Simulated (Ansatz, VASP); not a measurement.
# Na2LiTlBr6 in VASP and in Ansatz

```
Na Li Tl Br
1.0
     0.00000    5.34391    5.34391
     5.34391    0.00000    5.34391
     5.34391    5.34391    0.00000
Na Li Tl Br
2 1 1 6
Cartesian
  8.0159 8.0159 8.0159
  2.6720 2.6720 2.6720
  5.3439 5.3439 5.3439
  0.0000 0.0000 0.0000
  2.7152 5.3439 5.3439
  5.3439 5.3439 2.7152
  7.9727 5.3439 5.3439
  5.3439 2.7152 5.3439
  5.3439 7.9727 5.3439
  5.3439 5.3439 7.9727
```

Alike in both runs: task single point; functional PBEsol; k mesh 6 × 6 × 6; occupations gaussian, width 0.05 eV; no spin polarisation.

|  | VASP | Ansatz |
| --- | --- | --- |
| version | VASP 6.6.1 | Ansatz 0.2.0 |
| potentials or method | VASP PAW PBE potentials, release 64 (Na_pv, Li_sv, Tl_d, Br), cutoff 520 eV | scalar-relativistic, plane waves, PAW |
| valence electrons in the cell | 72 | 76 |

```csv
,VASP,Ansatz,Ansatz less VASP
gap on the k mesh at the Fermi level (eV),0.58,0.59,+0.006
least direct gap on the mesh (eV),0.58,0.59,+0.006
```

VASP's potentials were made for PBE, not for PBEsol. VASP's potentials hold 72 valence electrons a cell and Ansatz's 76, so a difference there can come from the potentials and not from the codes.

Spin-orbit coupling is off throughout. Noted on VASP's run: the cutoff is short for stress, so the pressure is rough.
